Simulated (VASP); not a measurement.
Input of a VASP 6.6.1 run:

File POSCAR:

```
BeTe
1.0
    0.0000000000      2.8808000000      2.7700000000
    2.8808000000      0.0000000000      2.7700000000
    2.8808000000      2.8808000000      0.0000000000
Be Te
1 1
Direct
    0.0000000000      0.0000000000      0.0000000000
    0.7500000000      0.7500000000      0.7500000000
```

Contents of INCAR.step1:

```
SYSTEM = BeTe
ALGO = Normal
EDIFF = 1E-5
ENCUT = 660
GGA = PE
GGA_COMPAT = .False.
ISMEAR = 0
LASPH = .True.
LCHARG = .False.
LREAL = .False.
LWAVE = .True.
NBANDS = 11
NELM = 120
PREC = Accurate
SIGMA = 0.05
```

The input INCAR.step2:

```
SYSTEM = BeTe
ALGO = Normal
EDIFF = 1E-6
ENCUT = 660
GGA_COMPAT = .False.
ISIF = 2
ISMEAR = 0
ISTART = 1
LASPH = .True.
LCHARG = .False.
LMIXTAU = .True.
LREAL = .False.
LWAVE = .False.
METAGGA = R2SCAN
NBANDS = 11
NELM = 120
PREC = Accurate
SIGMA = 0.05
```

Contents of KPOINTS:

```
k-points
0
Gamma
  8 8 8
  0 0 0
```

Potentials or basis: VASP PAW PBE potentials, release 64 (Be, Te).

Command:

```sh
$ cat potpaw_PBE.64/Be/POTCAR potpaw_PBE.64/Te/POTCAR > POTCAR
$ cp INCAR.step1 INCAR
$ mpirun -np 1 vasp_std > vasp.out
$ cp INCAR.step2 INCAR
$ mpirun -np 1 vasp_std > vasp.out
```

Problem. Estimate the pressure.

Solution. -0.8 GPa.

Problem. What does it give for the band gap on the k mesh?

Solution. 2.10 eV (least direct gap 3.87 eV).

Stress tensor (GPa, compression positive):
```
-1.50  0.00  0.00
 0.00 -1.50  0.00
 0.00  0.00  0.75
```

Caveat: the cell differs from its parent crystal (strain +0.040 along x and y, +0.000 along z); the PAW data sets were made with another functional, which shifts forces and pressure a little; spin-orbit coupling is left out, which moves the levels of the heavy elements. A k mesh can miss the band edges.
